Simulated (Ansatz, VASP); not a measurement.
## Ag2O: VASP beside Ansatz

```xyz
6
Lattice="4.8120 0.0000 0.0000 0.0000 4.8120 0.0000 0.0000 0.0000 4.8120" Properties=species:S:1:pos:R:3 pbc="T T T"
Ag    1.2030    1.2030    1.2030
Ag    1.2030    3.6090    3.6090
Ag    3.6090    3.6090    1.2030
Ag    3.6090    1.2030    3.6090
O     0.0000    0.0000    0.0000
O     2.4060    2.4060    2.4060
```

Alike in both runs: task relaxation of cell and atoms; functional LDA; k mesh 8 × 8 × 8; occupations gaussian, width 0.1 eV; no spin polarisation.

|  | VASP | Ansatz |
| --- | --- | --- |
| version | VASP 6.6.1 | Ansatz 0.2.0 |
| potentials or method | VASP PAW LDA potentials, release 64 (Ag, O), cutoff 600 eV | scalar-relativistic, plane waves, PAW |
| valence electrons in the cell | 56 | 88 |

```csv
,VASP,Ansatz,Ansatz less VASP
"gap on the k mesh at the Fermi level, each at its own relaxed structure (eV)",0.12,0.11,-0.009
relaxed volume (Å³/atom),16.62,16.61,-0.007
relaxed cell length with the largest relative difference (Å),4.637,4.637,-0.0006
```

LDA's correlation is that of Perdew and Zunger in VASP and of Perdew and Wang (1992) in Ansatz. VASP's potentials hold 56 valence electrons a cell and Ansatz's 88, so a difference there can come from the potentials and not from the codes.
